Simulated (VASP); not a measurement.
# Te2Mo in VASP: further runs

The runs below take Te2Mo through single point, with PBE+D3(BJ).

Everything below comes from runs of VASP 6.6.1. Logs are shortened: lines on timing, memory, paths and dates and some standing lists are left out, and cuts for length are marked.

## (1) The cell of the first run

The cell holds a slab with vacuum, 3 atoms: a = 3.504 Å, b = 3.504 Å, c = 21.579 Å, α = 90.00°, β = 90.00°, γ = 120.00°.

## (2) Single point, PBE+D3(BJ)

The input, INCAR:

```
ALGO = Normal ; DIPOL = 0.5 0.5 0.500
EDIFF = 1E-6 ; ENCUT = 520
GGA = PE ; IDIPOL = 3
ISIF = 2 ; ISMEAR = 0
IVDW = 12 ; LASPH = T
LCHARG = F ; LDIPOL = T
LREAL = F ; LWAVE = F
NBANDS = 20 ; NELM = 100
PREC = Accurate ; SIGMA = 0.05
```

The input, KPOINTS:

```
k-points
0
Gamma
  12 12 1
```

The input, POSCAR:

```
Te2Mo
1.0
    3.5040030968      0.0000000000      0.0000000000
   -1.7520015484      3.0345556968      0.0000000000
    0.0000000000      0.0000000000     21.5794797849
Te Mo
2 1
Direct
    0.6666666667      0.3333333333      0.4157901785
    0.6666666667      0.3333333333      0.5841822013
    0.3333333333      0.6666666667      0.4999860202
```

Potentials or basis: VASP PAW PBE potentials, release 64 (Te, Mo_sv).

On the command line:

```bash
> cat potpaw_PBE.64/Te/POTCAR potpaw_PBE.64/Mo_sv/POTCAR > POTCAR
> mpirun -np 1 vasp_std > vasp.out
```

OUTCAR:

```text
EDIFF = 1E-6
   ENCUT = 520
   GGA = PE
   ISIF = 2
   ISMEAR = 0
   IVDW = 12
   LASPH = T
   LREAL = F
   NELM = 100
   PREC = Accurate
 IVDW          = 12

 ion  position               nearest neighbor table
   1  0.667  0.333  0.416-   3 2.72   3 2.72   3 2.72   2 3.63
   2  0.667  0.333  0.584-   3 2.72   3 2.72   3 2.72   1 3.63
   3  0.333  0.667  0.500-   1 2.72   1 2.72   1 2.72   2 2.72   2 2.72   2 2.72

  LATTYP: Found a hexagonal cell.
 ALAT       =     3.5040030968
 C/A-ratio  =     6.1585218930

  Lattice vectors:

 A1 = (   3.5040030968,   0.0000000000,   0.0000000000)
 A2 = (  -1.7520015484,   3.0345556968,   0.0000000000)
 A3 = (   0.0000000000,   0.0000000000,  21.5794797849)

Analysis of symmetry for initial positions (statically):
=====================================================================
 Subroutine PRICEL returns:
 Original cell was already a primitive cell.

 Routine SETGRP: Setting up the symmetry group for a
 hexagonal supercell.

 Subroutine GETGRP returns: Found 12 space group operations
 (whereof  6 operations were pure point group operations)
 out of a pool of 24 trial point group operations.

The static configuration has the point symmetry C_3v.
 The point group associated with its full space group is D_3h.

Analysis of symmetry for dynamics (positions and initial velocities):
=====================================================================
 Subroutine PRICEL returns:
 Original cell was already a primitive cell.

 Routine SETGRP: Setting up the symmetry group for a
 hexagonal supercell.

 Subroutine GETGRP returns: Found 12 space group operations
 (whereof  6 operations were pure point group operations)
 out of a pool of 24 trial point group operations.

The dynamic configuration has the point symmetry C_3v.
 The point group associated with its full space group is D_3h.

 Subroutine INISYM returns: Found 12 space group operations
 (whereof  6 operations are pure point group operations),
 and found     1 'primitive' translations

----------------------------------------------------------------------------------------

                                     Primitive cell

  volume of cell :     229.4566

  direct lattice vectors                    reciprocal lattice vectors
[... 86 lines left out ...]
   NSW    =      0    number of steps for IOM
   IBRION =     -1    ionic relax: 0-MD 1-quasi-New 2-CG
   NFREE  =      0    steps in history (QN), initial steepest desc. (CG)
   ISIF   =      2    stress and relaxation
   ISYM   =      2    0-nonsym 1-usesym 2-fastsym
   POTIM  = 0.5000    time-step for ionic-motion
   TEBEG  =    0.0;   TEEND  =   0.0 temperature during run
   PSTRESS=    0.0 pullay stress
   NELECT =      26.0000    total number of electrons
   NUPDOWN=      -1.0000    fix difference up-down
   EMIN   =  10.00;   EMAX   =-10.00  energy-range for DOS
   EFERMI =   0.00;   METHOD = LEGACY
   ISMEAR =     0;   SIGMA  =   0.05  broadening in eV -4-tet -1-fermi 0-gaus
   EFERMI_NEDOS =   21; number of points for ismear=-14 and -15
   IALGO  =     38    algorithm
   IMIX   =      4    mixing-type and parameters
     AMIX     =   0.40;   BMIX     =  1.00
     AMIX_MAG =   1.60;   BMIX_MAG =  1.00
  volume/ion in A,a.u.               =      76.49       516.15
  Fermi-wavevector in a.u.,A,eV,Ry     =   0.792196  1.497033  8.538661  0.627574
  Thomas-Fermi vector in A             =   1.897886
   LORBIT       =      0    0 simple, 1 ext, 2 COOP (PROOUT), +10 PAW based schemes
   GGA     = PE    functional components
   LHFCALC =     F    Hartree Fock is set to
   AEXX    =    0.0000 exact exchange contribution
   IVDW    =    12    specifies the selected vdW correction
   LEPSILON=     F    determine dielectric tensor
   LRPA    =     F    only Hartree local field effects (RPA)
 non-spin polarized calculation
 Gauss-broadening in eV      SIGMA  =   0.05
  energy-cutoff  :      520.00
  volume of cell :      229.46
 maximum number of plane-waves:      6243
 NGX is ok and might be reduce to    28
   NGX = 13   NGY = 13   NGZ = 81

 dipolmoment           0.000000      0.000000      0.000000 electrons x Angstroem

 number of electron      26.0000002 magnetization

 dipolmoment           0.000000      0.000000     -0.000052 electrons x Angstroem

 Free energy of the ion-electron system (eV)
  ---------------------------------------------------
  ext. energy  EPLUGINS =         0.00000000
  ---------------------------------------------------
  free energy    TOTEN  =       -18.00864574 eV

  energy without entropy =      -18.00864574  energy(sigma->0) =      -18.00864574

 E-fermi :  -0.3537     XC(G=0):  -3.9393

 val. band max:       -0.6443416281   @ k =   0.3333   0.3333   0.0000
 cond. band min:       0.5441645647   @ k =   0.3333   0.3333   0.0000
 fundamental gap:      1.1885061927
 Fermi energy:        -0.3537233301

 k-point     1 :       0.0000    0.0000    0.0000
  band No.  band energies     occupation
      1     -61.2986      2.00000
      2     -35.4747      2.00000
      3     -35.3314      2.00000
      4     -35.3314      2.00000
      5     -13.3472      2.00000
      6     -12.4172      2.00000
[... 426 lines left out ...]
     19       4.4916      0.00000
     20       6.6507      0.00000

------------------------ aborting loop because EDIFF is reached ----------------------------------------

 vacuum level on the upper side and lower side of the slab       (xc-potential included)        -0.117        -0.116

 Edisp (eV)   -1.20322

 E8    (eV) :    -0.5851

  FORCE on cell =-STRESS in cart. coord.  units (eV):
  Direction    XX          YY          ZZ          XY          YZ          ZX
  --------------------------------------------------------------------------------------
  -------------------------------------------------------------------------------------
  Total      -0.00463    -0.00463     0.02914     0.00000     0.00000     0.00000
  in kB      -0.03233    -0.03233     0.20348     0.00000     0.00000     0.00000
  external pressure =        0.05 kB  Pullay stress =        0.00 kB

 VOLUME and BASIS-vectors are now :
 -----------------------------------------------------------------------------
  energy-cutoff  :      520.00
  volume of cell :      229.46
      direct lattice vectors                 reciprocal lattice vectors
     3.504003097  0.000000000  0.000000000     0.285387876  0.164768767  0.000000000
    -1.752001548  3.034555697  0.000000000     0.000000000  0.329537534  0.000000000
     0.000000000  0.000000000 21.579479785     0.000000000  0.000000000  0.046340320

 POSITION                                       TOTAL-FORCE (eV/Angst)
 -----------------------------------------------------------------------------------
      1.75200      1.01152      8.97254         0.000000     -0.000000     -0.013118
      1.75200      1.01152     12.60635         0.000000     -0.000000      0.013118
     -0.00000      2.02304     10.78944        -0.000000      0.000000     -0.000000
 -----------------------------------------------------------------------------------
    total drift:                                0.000000     -0.000000     -0.004593

  FREE ENERGIE OF THE ION-ELECTRON SYSTEM (eV)
  ---------------------------------------------------
  free  energy   TOTEN  =       -19.2118686006 eV

  energy  without entropy=      -19.2118686006  energy(sigma->0) =      -19.21186860

 vacuum level on the upper side and lower side of the slab         4.070         4.071
```

stdout:

```text
POSCAR found type information on POSCAR TeMo
 POSCAR found :  2 types and       3 ions
 scaLAPACK will be used
 LDA part: xc-table for (Slater+PW92), standard interpolation
 POSCAR, INCAR and KPOINTS ok, starting setup
 FFT: planning ... GRIDC
 FFT: planning ... GRID_SOFT
 FFT: planning ... GRID
 WAVECAR not read
 entering main loop
```

Wall time 2.6 min (1 thread of Intel Xeon 8259CL, shared host); peak memory 0.39 GiB.

Results:

```
Free energy                : -19.2119 eV
Largest force              : 0.013 eV/Å
Band gap on the k mesh     : 1.19 eV
Dispersion energy per atom : -0.401 eV
```

Forces in eV/Å, atoms in the order of the input:
```
Te   0.000  0.000 -0.013
Te   0.000  0.000  0.013
Mo   0.000  0.000  0.000
```

Caveat: spin-orbit coupling is left out, which moves the levels of the heavy elements.

## (3) Single point, PBE+D3(BJ)

This run uses another cell than the first one.

The input, INCAR:

```
SYSTEM = Te2Mo
  ALGO = Normal
  DIPOL = 0.5 0.5 0.500
  EDIFF = 1E-6
  ENCUT = 520
  GGA = PE
  IDIPOL = 3
  ISIF = 2
  ISMEAR = 0
  IVDW = 12
  LASPH = .True.
  LCHARG = .False.
  LDIPOL = .True.
  LREAL = .False.
  LWAVE = .False.
  NBANDS = 20
  NELM = 60
  PREC = Accurate
  SIGMA = 0.05
```

The input, KPOINTS:

```
k-points
0
Gamma
  12 12 1
  0 0 0
```

The input, POSCAR:

```
Te2Mo
1.0
    3.5603917400      0.0000000000      0.0000000000
   -1.7801958700      3.0833896900      0.0000000000
    0.0000000000      0.0000000000     21.5794797849
Te Mo
2 1
Direct
    0.6666666700      0.3333333400      0.4170628806
    0.6666666700      0.3333333400      0.5829371194
    0.3333333300      0.6666666600      0.4999584000
```

Potentials or basis: VASP PAW PBE potentials, release 64 (Te, Mo_sv).

On the command line:

```bash
> cat potpaw_PBE.64/Te/POTCAR potpaw_PBE.64/Mo_sv/POTCAR > POTCAR
> mpirun -np 1 vasp_std > vasp.out
```

Wall time 2.7 min (1 thread of Intel Xeon 8259CL, shared host); peak memory 0.39 GiB.

It converged, with:

```yaml
Free_energy: -19.1928 eV
Largest_force: 0.110 eV/Å
Band_gap_on_the_k_mesh: 1.05 eV
Dispersion_energy_per_atom: -0.391 eV
```

Forces in eV/Å, atoms in the order of the input:
```
Te   0.000  0.000 -0.110
Te   0.000  0.000  0.090
Mo   0.000  0.000  0.020
```

Levels at points of the mesh, in eV from the valence-band top:
```tsv
k point	band 9	band 10	band 11	band 12	band 13	band 14	band 15	band 16	band 17	band 18
(0.00, 0.00, 0.00)	-1.70	-1.62	-0.91	-0.91	-0.38	3.06	3.06	3.36	3.36	4.23
(0.50, 0.00, 0.00)	-3.30	-2.30	-1.55	-0.71	-0.35	1.39	1.74	3.32	3.71	3.98
```

Caveat: spin-orbit coupling is left out, which moves the levels of the heavy elements.
